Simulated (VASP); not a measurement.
# ZnCu3 (Cu (100), 4 layers): single point with LDA

The system is ZnCu3 (Cu (100), 4 layers), a slab with vacuum.

```xyz
4
Lattice="2.4875 0.0000 0.0000 0.0000 2.4875 0.0000 0.0000 0.0000 21.2768" Properties=species:S:1:pos:R:3 pbc="T T T"
Cu    0.6219    0.6219    8.0415
Cu    0.6219    0.6219   11.5257
Cu    1.8656    1.8656   13.2353
Zn    1.8656    1.8656    9.7511
```

- Program: VASP 6.6.1
- Task: single point
- Functional: LDA
- Potentials or basis: VASP PAW LDA potentials, release 64 (Cu, Zn)
- Cutoff: 520 eV
- k mesh: 15 × 15 × 1
- Occupations: fermi-dirac, width 0.08 eV
- Spin: no spin polarisation

The largest force is 0.469 eV/Å.

Forces on the atoms (eV/Å):
```
Cu   0.000  0.000 -0.469
Cu   0.000  0.000  0.284
Cu   0.000  0.000  0.132
Zn   0.000  0.000  0.054
```

Levels at points of the mesh, in eV from the Fermi level:
```
           k point  band 19  band 20  band 21  band 22  band 23  band 24  band 25  band 26  band 27  band 28
(0.00, 0.00, 0.00)    -2.42    -2.01    -1.87    -1.87    -1.65    -0.97     0.64     4.67     4.72     5.86
```

Wall time 3.6 min on 1 thread of Oxide Virtual Turin-like Processor, with other jobs on the host, peak memory 0.25 GiB.
